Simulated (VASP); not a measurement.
# F (P6_3/mmc) in VASP: a series of runs, part 2 of 2

VASP 6.6.1. Earlier steps stand in the parts before.

### Step 4. Single point, PBE

This run uses another cell than the first one, of 4.77 Å³/atom.

INCAR reads:

```
PREC = Accurate ; ENCUT = 520
EDIFF = 1E-7 ; ISMEAR = -1
SIGMA = 0.05 ; LREAL = False
LASPH = True ; NELM = 80
ALGO = Normal ; ISIF = 2
LWAVE = False ; LCHARG = True
GGA = PE ; LELF = True
LVHAR = True ; NBANDS = 14
```

KPOINTS reads:

```
regular mesh
0
Gamma
  18 18 10
```

POSCAR reads:

```
F
1.0
    1.9989023011      0.0000000000      0.0000000000
   -0.9994511506      1.7311001724      0.0000000000
    0.0000000000      0.0000000000      2.7597171071
F
2
Direct
    0.3333333333      0.6666666667      0.2500000000
    0.6666666667      0.3333333333      0.7500000000
```

Potentials or basis: VASP PAW PBE potentials, release 64 (F).

Command:

```bash
$ cat potpaw_PBE.64/F/POTCAR > POTCAR
$ mpirun -np 1 vasp_std > vasp.out
```

OUTCAR:

```text
PREC = Accurate
   ENCUT = 520
   EDIFF = 1E-7
   ISMEAR = -1
   LREAL = False
   LASPH = True
   NELM = 80
   ISIF = 2
   GGA = PE

 ion  position               nearest neighbor table
   1  0.333  0.667  0.250-   2 1.80   2 1.80   2 1.80   2 1.80   2 1.80   2 1.80
   2  0.667  0.333  0.750-   1 1.80   1 1.80   1 1.80   1 1.80   1 1.80   1 1.80

  LATTYP: Found a hexagonal cell.
 ALAT       =     1.9989023011
 C/A-ratio  =     1.3806163040

  Lattice vectors:

 A1 = (   1.9989023011,   0.0000000000,   0.0000000000)
 A2 = (  -0.9994511506,   1.7311001724,   0.0000000000)
 A3 = (   0.0000000000,   0.0000000000,   2.7597171071)

Analysis of symmetry for initial positions (statically):
=====================================================================
 Subroutine PRICEL returns:
 Original cell was already a primitive cell.

 Routine SETGRP: Setting up the symmetry group for a
 hexagonal supercell.

 Subroutine GETGRP returns: Found 24 space group operations
 (whereof 12 operations were pure point group operations)
 out of a pool of 24 trial point group operations.

The static configuration has the point symmetry D_3d.
 The point group associated with its full space group is D_6h.

Analysis of symmetry for dynamics (positions and initial velocities):
=====================================================================
 Subroutine PRICEL returns:
 Original cell was already a primitive cell.

 Routine SETGRP: Setting up the symmetry group for a
 hexagonal supercell.

 Subroutine GETGRP returns: Found 24 space group operations
 (whereof 12 operations were pure point group operations)
 out of a pool of 24 trial point group operations.

The dynamic configuration has the point symmetry D_3d.
 The point group associated with its full space group is D_6h.

 Subroutine INISYM returns: Found 24 space group operations
 (whereof 12 operations are pure point group operations),
 and found     1 'primitive' translations

[... 124 lines left out ...]
   LRPA    =     F    only Hartree local field effects (RPA)
 non-spin polarized calculation
  energy-cutoff  :      520.00
  volume of cell :        9.55
 maximum number of plane-waves:       268
 NGX is ok and might be reduce to    16
   NGX =  7   NGY =  7   NGZ = 11

 number of electron      13.9999990 magnetization

 Free energy of the ion-electron system (eV)
  ---------------------------------------------------
  ext. energy  EPLUGINS =         0.00000000
  ---------------------------------------------------
  free energy    TOTEN  =         2.80116459 eV

  energy without entropy =        2.81318804  energy(sigma->0) =        2.80717631

 E-fermi :   7.2070     XC(G=0): -14.9619

 val. band max:        7.2056923417   @ k =   0.1111   0.0556   0.3000
 cond. band min:       7.2311244687   @ k =   0.2778   0.1111   0.5000
 fundamental gap:      0.0254321270
 Fermi energy:         7.2070257787

 k-point     1 :       0.0000    0.0000    0.0000
  band No.  band energies     occupation
      1     -23.4087      2.00000
      2     -13.7206      2.00000
      3      -4.1085      2.00000
      4       5.6099      2.00000
      5       5.6099      2.00000
      6       7.8860      0.00000
      7       7.8860      0.00000
      8       9.5300      0.00000
      9      31.1651      0.00000
     10      31.2311      0.00000
     11      43.3358      0.00000
     12      46.0678      0.00000
     13      46.0678      0.00000
     14      51.7511      0.00000
[... 377 lines left out ...]
      1     -17.6986      2.00000
      2     -14.2636      2.00000
      3      -1.8693      2.00000
      4       0.9711      2.00000
      5       1.7561      2.00000
      6       2.7429      2.00000
      7       5.1350      2.00000
      8       7.0478      1.92051
      9      30.2778      0.00000
     10      33.4277      0.00000
     11      38.3122      0.00000
     12      38.7009      0.00000
     13      47.3199      0.00000
     14      47.4897      0.00000

 [... further k-points ...]

------------------------ aborting loop because EDIFF is reached ----------------------------------------

  FORCE on cell =-STRESS in cart. coord.  units (eV):
  Direction    XX          YY          ZZ          XY          YZ          ZX
  --------------------------------------------------------------------------------------
  -------------------------------------------------------------------------------------
  Total       16.6452901     16.6452901     16.6868954     -0.0000000      0.0000000      0.0000000
  in kB     2792.6957044   2792.6957043   2799.6761195     -0.0000001      0.0000000      0.0000000
  external PRESSURE =    2795.0225094 kB  Pullay stress =       0.0000000 kB

 VOLUME and BASIS-vectors are now :
 -----------------------------------------------------------------------------
  energy-cutoff  :      520.00
  volume of cell :        9.55
      direct lattice vectors                 reciprocal lattice vectors
     1.998902301  0.000000000  0.000000000     0.500274575  0.288833661  0.000000000
    -0.999451151  1.731100172  0.000000000     0.000000000  0.577667322  0.000000000
     0.000000000  0.000000000  2.759717107     0.000000000  0.000000000  0.362355981

 POSITION                                       TOTAL-FORCE (eV/Angst)
 -----------------------------------------------------------------------------------
     -0.00000      1.15407      0.68993         0.000000     -0.000000      0.000000
      0.99945      0.57703      2.06979        -0.000000      0.000000      0.000000
 -----------------------------------------------------------------------------------
    total drift:                               -0.000000      0.000000      0.000000

  FREE ENERGIE OF THE ION-ELECTRON SYSTEM (eV)
  ---------------------------------------------------
  free  energy   TOTEN  =         2.8011645935 eV

  energy  without entropy=        2.8131880363  energy(sigma->0) =        2.80717631
```

OSZICAR:

```text
N       E                     dE             d eps       ncg     rms          rms(c)
DAV:   1     0.637584408195E+02    0.63758E+02   -0.94899E+03  6646   0.109E+03
DAV:   2     0.342822142142E+01   -0.60330E+02   -0.58461E+02  7728   0.259E+02
DAV:   3     0.257977382653E+01   -0.84845E+00   -0.84679E+00  7218   0.272E+01
DAV:   4     0.257890072039E+01   -0.87311E-03   -0.87310E-03  7662   0.102E+00
DAV:   5     0.257889968078E+01   -0.10396E-05   -0.10398E-05  7086   0.295E-02    0.409E+00
DAV:   6     0.277640840216E+01    0.19751E+00   -0.19523E-01  6708   0.519E+00    0.168E+00
DAV:   7     0.280210364993E+01    0.25695E-01   -0.77289E-02  7392   0.323E+00    0.354E-01
DAV:   8     0.280118675970E+01   -0.91689E-03   -0.13330E-03  6324   0.370E-01    0.597E-02
DAV:   9     0.280118111882E+01   -0.56409E-05   -0.55942E-05  7800   0.830E-02    0.299E-02
DAV:  10     0.280116285236E+01   -0.18266E-04   -0.88846E-06  6324   0.384E-02    0.256E-03
DAV:  11     0.280116376994E+01    0.91759E-06   -0.59494E-07  7176   0.994E-03    0.184E-03
DAV:  12     0.280116446102E+01    0.69107E-06   -0.82738E-08  3804   0.347E-03    0.133E-04
DAV:  13     0.280116458503E+01    0.12401E-06   -0.33549E-09  3378   0.740E-04    0.346E-05
DAV:  14     0.280116459345E+01    0.84287E-08   -0.19208E-10  3300   0.147E-04
   1 F= 0.28011646E+01 E0= 0.28071763E+01  d E =-.120234E-01
```

stdout:

```text
POSCAR found type information on POSCAR F
 POSCAR found :  1 types and       2 ions
 scaLAPACK will be used
 LDA part: xc-table for (Slater+PW92), standard interpolation
 POSCAR, INCAR and KPOINTS ok, starting setup
 FFT: planning ... GRIDC
 FFT: planning ... GRID_SOFT
 FFT: planning ... GRID
 WAVECAR not read
 entering main loop
```

Wall time 9 s (1 thread of Intel Xeon 6975P-C (Granite Rapids), shared host); peak memory 0.13 GiB.

Results:

- Free energy: 2.8012 eV
- Pressure: 279.5 GPa
- Band gap on the k mesh: zero (bands 7 and 8 overlap by 3.59 eV)

Levels at points of the mesh, in eV from the Fermi level:
```csv
k point,band 3,band 4,band 5,band 6,band 7,band 8,band 9,band 10,band 11,band 12
"(0.00, 0.00, 0.00)",-11.32,-1.60,-1.60,0.68,0.68,2.32,23.96,24.02,36.13,38.86
"(0.50, 0.00, 0.00)",-9.24,-6.14,-5.48,-4.31,-2.23,0.42,21.75,26.58,30.68,32.07
"(0.00, 0.00, 0.50)",-3.22,-3.22,-0.46,-0.46,-0.46,-0.46,26.25,26.25,37.74,37.74
"(0.50, 0.00, 0.50)",-11.10,-11.10,-2.18,-2.18,-0.38,-0.38,24.27,24.27,33.87,33.87
```

Caveat: the cell stands under pressure.

### Step 5. Single point, PBE (4.77 Å³/atom)

This run uses another cell than the first one, of 4.77 Å³/atom.

INCAR reads:

```
SYSTEM = F
PREC = Accurate
ENCUT = 520
EDIFF = 1E-7
ISMEAR = -1
SIGMA = 0.05
LREAL = .False.
LASPH = .True.
NELM = 100
ALGO = Normal
ISIF = 2
LWAVE = .False.
LCHARG = .False.
GGA = PE
NBANDS = 14
```

KPOINTS reads:

```
Automatic mesh
0
Gamma
  18 18 10
  0 0 0
```

POSCAR is that of step 4.

Command:

```bash
$ cat potpaw_PBE.64/F/POTCAR > POTCAR
$ mpirun -np 1 vasp_std > vasp.out
```

Run time: 8.5 s. Hardware: 1 thread of Intel Xeon 6975P-C (Granite Rapids), shared host; peak memory 0.13 GiB.

The run converged. Its results:

* Free energy: 2.8012 eV
* Pressure: 279.5 GPa
* Band gap on the k mesh: zero (bands 7 and 8 overlap by 3.59 eV)

Stress tensor (GPa, compression positive):
```
279.27   0.00   0.00
  0.00 279.27   0.00
  0.00   0.00 279.97
```

Levels at points of the mesh, in eV from the Fermi level:
| k point | band 3 | band 4 | band 5 | band 6 | band 7 | band 8 | band 9 | band 10 | band 11 | band 12 |
| --- | --- | --- | --- | --- | --- | --- | --- | --- | --- | --- |
| (0.00, 0.00, 0.00) | -11.32 | -1.60 | -1.60 | 0.68 | 0.68 | 2.32 | 23.96 | 24.02 | 36.13 | 38.86 |
| (0.50, 0.00, 0.00) | -9.24 | -6.14 | -5.48 | -4.31 | -2.23 | 0.42 | 21.75 | 26.58 | 30.68 | 32.07 |
| (0.00, 0.00, 0.50) | -3.22 | -3.22 | -0.46 | -0.46 | -0.46 | -0.46 | 26.25 | 26.25 | 37.74 | 37.74 |
| (0.50, 0.00, 0.50) | -11.10 | -11.10 | -2.18 | -2.18 | -0.38 | -0.38 | 24.27 | 24.27 | 33.87 | 33.87 |

Caveat: the cell stands under pressure.
